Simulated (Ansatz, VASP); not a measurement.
**Two plane-wave programs on SnO2**

```
CELL_PARAMETERS angstrom
6.46009 0.00000 0.00000
0.00000 6.77887 0.00000
0.00000 0.00000 24.01678
ATOMIC_POSITIONS crystal
O 0.00000 0.00000 0.33310
O 0.50000 0.00000 0.33310
O 0.25000 0.30621 0.38780
O 0.75000 0.30621 0.38780
O 0.25000 0.69379 0.38780
O 0.75000 0.69379 0.38780
O 0.00000 0.00000 0.44250
O 0.50000 0.00000 0.44250
O 0.00000 0.49995 0.47377
O 0.50001 0.49977 0.47369
O 0.25068 0.81383 0.53680
O 0.74931 0.81384 0.53677
O 0.25070 0.18604 0.53668
O 0.74934 0.18603 0.53673
O 0.99998 0.49993 0.58484
O 0.50000 0.49977 0.58490
Sn 0.00000 0.50000 0.38780
Sn 0.50000 0.50000 0.38780
Sn 0.25000 0.00000 0.38780
Sn 0.75000 0.00000 0.38780
Sn 0.00002 0.99994 0.52655
Sn 0.50001 0.99993 0.52561
Sn 0.25026 0.49991 0.53530
Sn 0.74973 0.49993 0.53528
```

Alike in both runs: task single point; functional PBE; dispersion D3(BJ); k mesh 3 × 2 × 1; occupations gaussian, width 0.05 eV; no spin polarisation.

|  | VASP | Ansatz |
| --- | --- | --- |
| version | VASP 6.6.1 | Ansatz 0.2.0 |
| potentials or method | VASP PAW PBE potentials, release 64 (O, Sn_d), cutoff 520 eV | scalar-relativistic, plane waves, PAW |
| valence electrons in the cell | 208 | 208 |

|  | VASP | Ansatz | Ansatz less VASP |
| --- | --- | --- | --- |
| gap on the k mesh at the Fermi level (eV) | 0.45 | 0.48 | +0.028 |
| least direct gap on the mesh (eV) | 0.46 | 0.49 | +0.028 |
| rms of the force components (eV/Å) | 0.779 | 0.791 | +0.0119 |

The k mesh is coarse, so the values compare programs but aren't converged.
